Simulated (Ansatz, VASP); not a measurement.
## PbSe in VASP and in Ansatz

The input POSCAR:

```
PbSe
1.0
    0.0407361293      3.4232041400      3.4232041400
    3.4232041400      0.0407361293      3.4232041400
    3.4639402693      3.4639402693      0.0000000000
Pb Se
1 1
Direct
    0.0023361366      0.0023361366     -0.0023361366
    0.2476638634      0.2476638634      0.2523361366
```

File INCAR.step1:

```
SYSTEM = PbSe
ALGO     = Normal         ! electronic algorithm
EDIFF    = 1E-4           ! SCF threshold, eV
ENCUT    = 520            ! plane-wave cutoff, eV
GGA      = PE             ! functional
ISMEAR   = 0              ! smearing method
LASPH    = .TRUE.         ! aspherical terms in the spheres
LCHARG   = .FALSE.        ! write CHGCAR
LREAL    = .FALSE.        ! projectors in reciprocal space
LWAVE    = .TRUE.         ! write WAVECAR
NBANDS   = 17             ! bands
NELM     = 60             ! most SCF steps
PREC     = Accurate       ! precision mode
SIGMA    = 0.01           ! smearing width, eV
```

Contents of INCAR.step2:

```
SYSTEM = PbSe
ALGO     = Normal         ! electronic algorithm
EDIFF    = 1E-7           ! SCF threshold, eV
ENCUT    = 520            ! plane-wave cutoff, eV
ISIF     = 2              ! what is computed and relaxed
ISMEAR   = 0              ! smearing method
ISTART   = 1            
LASPH    = .TRUE.         ! aspherical terms in the spheres
LCHARG   = .FALSE.        ! write CHGCAR
LMIXTAU  = .TRUE.       
LREAL    = .FALSE.        ! projectors in reciprocal space
LWAVE    = .FALSE.        ! write WAVECAR
METAGGA  = R2SCAN         ! meta-GGA
NBANDS   = 17             ! bands
NELM     = 60             ! most SCF steps
PREC     = Accurate       ! precision mode
SIGMA    = 0.01           ! smearing width, eV
```

File KPOINTS:

```
k-points
0
G
  6 6 6
  0 0 0
```

Input for Ansatz:

```yaml
crystal:
  lattice:
    - [0.0407361293, 3.42320414, 3.42320414]
    - [3.42320414, 0.0407361293, 3.42320414]
    - [3.4639402693, 3.4639402693, 0.0]
  atoms:
    - { symbol: Pb, position: [0.0023361366, 0.0023361366, -0.0023361366] }
    - { symbol: Se, position: [0.2476638634, 0.2476638634, 0.2523361366] }
kpoints:
  mp_grid: { grid: [6, 6, 6] }
  band_path:
    path:
      - [0.0, 0.0, 0.0]
      - [-0.5, -0.5, 0.0]
      - [-0.375, -0.375, 0.25]
      - [-0.375, 0.0, 0.375]
      - [0.0, 0.0, 0.5]
      - [-0.5, -0.25, 0.25]
      - [0.25, 0.484375, -0.265625]
      - [0.0, 0.5, 0.5]
    npoints: 1
hamiltonian:
  xc: r2scan
scf:
  occupations: { method: fixed }
  n_extra_bands: 4
output:
  forces: true
  stress: true
  eigenvalues: true
```

Change from the starting cell: shear_xy strain +2.4%.

Alike in both runs: task single point; functional r2SCAN; k mesh 6 × 6 × 6; no spin polarisation.

|  | VASP | Ansatz |
| --- | --- | --- |
| version | VASP 6.6.1 | Ansatz 0.2.0 |
| potentials or method | VASP PAW PBE potentials, release 64 (Pb_d, Se) | plane waves, PAW |
| plane-wave cutoff (eV) | 520 | 500 |
| occupations | gaussian, width 0.01 eV | fixed |
| valence electrons in the cell | 20 | 30 |

|  | VASP | Ansatz | Ansatz less VASP |
| --- | --- | --- | --- |
| gap on the k mesh at the Fermi level (eV) | 0.93 | 0.93 | +0.001 |
| pressure (GPa) | 0.0 | 0.0 | 0.00 |
| traceless stress, the component that is largest in VASP (GPa) | 0.18 | 0.18 | +0.003 |

VASP's potentials were made for PBE, not for r2SCAN. VASP's potentials hold 20 valence electrons a cell and Ansatz's 30, so a difference there can come from the potentials and not from the codes.

Spin-orbit coupling is off throughout.
